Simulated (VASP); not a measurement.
Set up this calculation in VASP 6.6.1, as the native input.

```yaml
Task: relaxation of the atoms
Functional: PBE
Dispersion: D3(BJ)
Potentials_or_basis: VASP PAW PBE potentials, release 64 (C, H)
Cutoff: 520 eV
k_mesh: 2 × 2 × 1
Occupations: gaussian, width 0.02 eV
Spin: no spin polarisation
Dipole_correction: no
Further_INCAR_settings: LREAL = Auto; ALGO = Normal; EDIFF = 1e-06; IBRION = 2; EDIFFG = -0.03; NSW = 80
```

The structure of H2C19 lies in POSCAR:

```
H2C19
1.0
    7.3980000000      0.0000000000      0.0000000000
   -3.6990000000      6.4068560000      0.0000000000
    0.0000000000      0.0000000000     12.0000000000
C H
19 2
Direct
    0.0000000000      0.0000000000      0.0833333000
    0.2222222000      0.1111111000      0.0833333000
    0.0000000000      0.3333333000      0.0833333000
    0.2222222000      0.4444444000      0.0833333000
    0.0000000000      0.6666667000      0.0833333000
    0.2222222000      0.7777778000      0.0833333000
    0.3333333000      0.0000000000      0.0833333000
    0.5555556000      0.1111111000      0.0833333000
    0.3333333000      0.3333333000      0.0833333000
    0.5555556000      0.4444444000      0.0833333000
    0.3333333000      0.6666667000      0.0833333000
    0.5555556000      0.7777778000      0.0833333000
    0.6666667000      0.0000000000      0.0833333000
    0.8888889000      0.1111111000      0.0833333000
    0.6666667000      0.3333333000      0.0833333000
    0.8888889000      0.4444444000      0.0833333000
    0.6666667000      0.6666667000      0.0833333000
    0.8888889000      0.7777778000      0.0833333000
    0.6147989000      0.7536343000      0.2050000000
    0.6072880000      0.8713593000      0.2550000000
    0.6223099000      0.6359093000      0.2550000000
```

One way to write it, as run:

INCAR

```
SYSTEM = H2C19
ALGO = Normal
EDIFF = 1E-6
EDIFFG = -0.03
ENCUT = 520
GGA = PE
IBRION = 2
ISIF = 2
ISMEAR = 0
IVDW = 12
LASPH = .True.
LCHARG = .False.
LREAL = Auto
LWAVE = .False.
NELM = 100
NSW = 80
PREC = Accurate
SIGMA = 0.02
```

KPOINTS

```
k-points
0
Gamma
  2 2 1
  0 0 0
```

Potentials or basis: VASP PAW PBE potentials, release 64 (C, H).

Command:

```sh
$ cat potpaw_PBE.64/C/POTCAR potpaw_PBE.64/H/POTCAR > POTCAR
$ mpirun -np 1 vasp_std > vasp.out
```

Results of the run:

- Energy gained by relaxing: 144.3 meV/atom
- Ionic steps: 54
- Largest force after relaxing: 0.026 eV/Å
- Band gap on the k mesh: 0.24 eV
- Dispersion energy per atom: -0.085 eV

Caveat: the k points lie up to 0.49 Å⁻¹ apart; there is no dipole correction, which matters where the two faces differ.

Wall time 110 min on 1 thread of Intel(R) Xeon(R) Platinum 8259CL CPU @ 2.50GHz (Skylake/Cascade Lake) (shared host), peak memory 0.68 GiB.
